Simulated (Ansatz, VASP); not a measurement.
## One calculation of Te, two programs

Contents of INCAR:

```
PREC     = Accurate       # precision mode
ENCUT    = 600            # plane-wave cutoff, eV
EDIFF    = 1E-6           # SCF threshold, eV
ISMEAR   = 0              # smearing method
SIGMA    = 0.1            # smearing width, eV
LREAL    = F              # projectors in reciprocal space
LASPH    = T              # aspherical terms in the spheres
NELM     = 100            # most SCF steps
ALGO     = Normal         # electronic algorithm
ISIF     = 3              # what is computed and relaxed
LWAVE    = F              # write WAVECAR
LCHARG   = F              # write CHGCAR
GGA      = PE             # functional
IBRION   = 2              # ionic algorithm
NSW      = 90             # ionic steps
EDIFFG   = -0.04          # ionic threshold
```

Contents of KPOINTS:

```
Automatic mesh
0
Gamma
  6 6 6
```

POSCAR

```
Te
1.0
    3.1124535511      0.0000000000      0.0000000000
    0.0000000000      3.2209057489      0.0000000000
   -0.1708248815      0.0000000000      3.2367308676
Te
1
Direct
    0.5000000000      0.0000000000      0.5000000000
```

Input for Ansatz:

```yaml
crystal:
  lattice:
    - [3.1124535511, 0.0, 0.0]
    - [0.0, 3.2209057489, 0.0]
    - [-0.1708248815, 0.0, 3.2367308676]
  atoms:
    - { symbol: Te, position: [0.5, 0.0, 0.5] }
basis:
  ecutwfc: 420
kpoints:
  mp_grid: { grid: [6, 6, 6] }
hamiltonian:
  xc: pbe
scf:
  occupations: { method: gaussian, width: 0.1 }
  lower_state_search: "off"
output:
  forces: true
  stress: true
  eigenvalues: true
relax:
  adjacent_minimum: "off"
  f_tol: 0.04
  max_steps: 70
  cell: { stress_tol: 0.4 }
```

Alike in both runs: task relaxation of cell and atoms; functional PBE; k mesh 6 × 6 × 6; occupations gaussian, width 0.1 eV; no spin polarisation.

|  | VASP | Ansatz |
| --- | --- | --- |
| version | VASP 6.6.1 | Ansatz 0.2.0 |
| potentials or method | VASP PAW PBE potentials, release 64 (Te), cutoff 600 eV | scalar-relativistic, plane waves, PAW |
| valence electrons in the cell | 6 | 16 |

Ansatz gave:

```
gap on the k mesh at the Fermi level, each at its own relaxed structure (eV) : none
relaxed volume (Å³/atom)                                                     : 33.08
relaxed length of the cell vector where the two differ most in proportion (Å)              : 2.980
```

Problem. What did VASP give for the same quantities?

Solution. gap on the k mesh at the Fermi level, each at its own relaxed structure (eV): none; relaxed volume (Å³/atom): 33.10; relaxed length of the cell vector where the two differ most in proportion (Å): 2.982.

A gap of «none» marks a metal or a gap that the smearing closes. VASP's potentials hold 6 valence electrons a cell and Ansatz's 16, so a difference there can come from the potentials and not from the codes.

Neither program's run includes spin-orbit coupling.
